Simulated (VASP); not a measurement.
Set up this calculation in VASP 6.6.1, as the native input.

```yaml
Task: single point
Functional: PBE
Dispersion: D3(BJ)
Potentials_or_basis: VASP PAW PBE potentials, release 64 (Mo_sv, S)
Cutoff: 520 eV
k_mesh: 12 × 12 × 12
Occupations: gaussian, width 0.05 eV
Spin: no spin polarisation
Dipole_correction: no
Further_INCAR_settings: ALGO = Normal; EDIFF = 1e-06; NBANDS = 20
```

The structure of MoS2 lies in POSCAR:

```
MoS2
1.0
    1.6160000000      0.9329980350      5.9978900580
   -1.6160000000      0.9329980350      5.9978900580
    0.0000000000     -1.8659960700      5.9978900580
Mo S
1 2
Direct
    0.0000172156      0.0000172156      0.0000172156
    0.7535368444      0.7535368444      0.7535368444
    0.5797459400      0.5797459400      0.5797459400
```

The input as run:

INCAR

```
SYSTEM = MoS2
ALGO = Normal
EDIFF = 1E-6
ENCUT = 520
GGA = PE
ISIF = 2
ISMEAR = 0
IVDW = 12
LASPH = .TRUE.
LCHARG = .FALSE.
LREAL = .FALSE.
LWAVE = .FALSE.
NBANDS = 20
NELM = 100
PREC = Accurate
SIGMA = 0.05
```

KPOINTS

```
k-points
0
G
  12 12 12
  0 0 0
```

Potentials or basis: VASP PAW PBE potentials, release 64 (Mo_sv, S).

The run is started by

```console
$ cat potpaw_PBE.64/Mo_sv/POTCAR potpaw_PBE.64/S/POTCAR > POTCAR
$ mpirun -np 1 vasp_std > vasp.out
```

Results of the run:

- Pressure: -6.8 GPa
- Largest force: 0.461 eV/Å
- Band gap on the k mesh: 0.69 eV (least direct gap 1.54 eV)
- Dispersion energy per atom: -0.418 eV

Caveat: the cell stands under tension; semilocal functionals underestimate gaps, and a narrow one can read as zero.

Wall time 10 min on 1 thread of Intel Xeon 8259CL, with other jobs on the host, peak memory 0.45 GiB.
